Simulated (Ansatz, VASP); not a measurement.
## Two plane-wave programs on MgO

```xyz
4
Lattice="3.4864 0.0000 0.0000 -1.7432 3.0193 0.0000 0.0000 0.0000 4.1780" Properties=species:S:1:pos:R:3 pbc="T T T"
Mg    1.7432    1.0064    3.1335
Mg    0.0000    2.0129    1.0445
O     1.7432    1.0064    1.0445
O     0.0000    2.0129    3.1335
```

Alike in both runs: task single point; functional PBEsol; k mesh 6 × 6 × 4; occupations gaussian, width 0.1 eV; no spin polarisation.

|  | VASP | Ansatz |
| --- | --- | --- |
| version | VASP 6.6.1 | Ansatz 0.2.0 |
| potentials or method | VASP PAW PBE potentials, release 64 (Mg, O), cutoff 600 eV | scalar-relativistic, plane waves, PAW |
| valence electrons in the cell | 16 | 32 |

|  | VASP | Ansatz | Ansatz less VASP |
| --- | --- | --- | --- |
| gap on the k mesh at the Fermi level (eV) | 3.31 | 3.32 | +0.008 |
| least direct gap on the mesh (eV) | 3.31 | 3.32 | +0.008 |
| pressure (GPa) | 0.6 | 1.2 | +0.59 |
| traceless stress, the component that is largest in VASP (GPa) | 0.19 | 0.28 | +0.085 |

VASP's potentials were made for PBE, not for PBEsol, and Ansatz warns of the same on its side. VASP's potentials hold 16 valence electrons a cell and Ansatz's 32, so a difference there can come from the potentials and not from the codes.
